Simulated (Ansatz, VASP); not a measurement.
SiNi: VASP and Ansatz over several settings

```
CELL_PARAMETERS angstrom
4.50369 0.00000 0.00000
0.00000 4.50369 0.00000
0.00000 0.00000 4.50369
ATOMIC_POSITIONS crystal
Ni 0.14950 0.14950 0.14950
Ni 0.64950 0.35050 0.85050
Ni 0.85050 0.64950 0.35050
Ni 0.35050 0.85050 0.64950
Si 0.84683 0.84683 0.84683
Si 0.34683 0.65317 0.15317
Si 0.15317 0.34683 0.65317
Si 0.65317 0.15317 0.34683
```

Single points on this cell with VASP 6.6.1 and Ansatz 0.2.0. Each row is one pair of runs. Alike in all rows: spin: collinear, typed start; Ansatz's potentials, cutoff: Ansatz PAW, 420 eV.

| level | k mesh | smearing | VASP's potentials, cutoff | pressure (GPa), VASP | pressure (GPa), Ansatz | rms of the force components (eV/Å), VASP | rms of the force components (eV/Å), Ansatz | net moment per atom (μB), VASP | net moment per atom (μB), Ansatz |
| --- | --- | --- | --- | --- | --- | --- | --- | --- | --- |
| PBEsol | 5 × 5 × 5 | fermi-dirac, width 0.05 eV | VASP PAW PBE potentials, release 64 (Ni, Si), 520 eV | -3.9 | -4.1 | 0.019 | 0.020 | 0.12 | 0.13 |
| PBE | 6 × 6 × 6 | gaussian, width 0.014 eV | VASP PAW PBE potentials, release 64 (Ni, Si), 600 eV | 1.7 | 1.7 | 0.015 | 0.014 | 0.00 | 0.00 |
| PBEsol | 5 × 5 × 5 | fermi-dirac, width 0.05 eV | VASP PAW PBE potentials, release 64 (Ni_sv_GW, Si), 590 eV | 14.9 | 16.7 | 0.122 | 0.122 | 1.00 | 1.00 |

Pressure (GPa): the two programs differ by at most 1.81; rms of the force components (eV/Å): the two programs differ by at most 0.0006; net moment per atom (μB): the two programs differ by at most 0.

VASP's potentials hold 56 valence electrons a cell and Ansatz's 88 in some rows, so a difference there can come from the potentials and not from the codes.
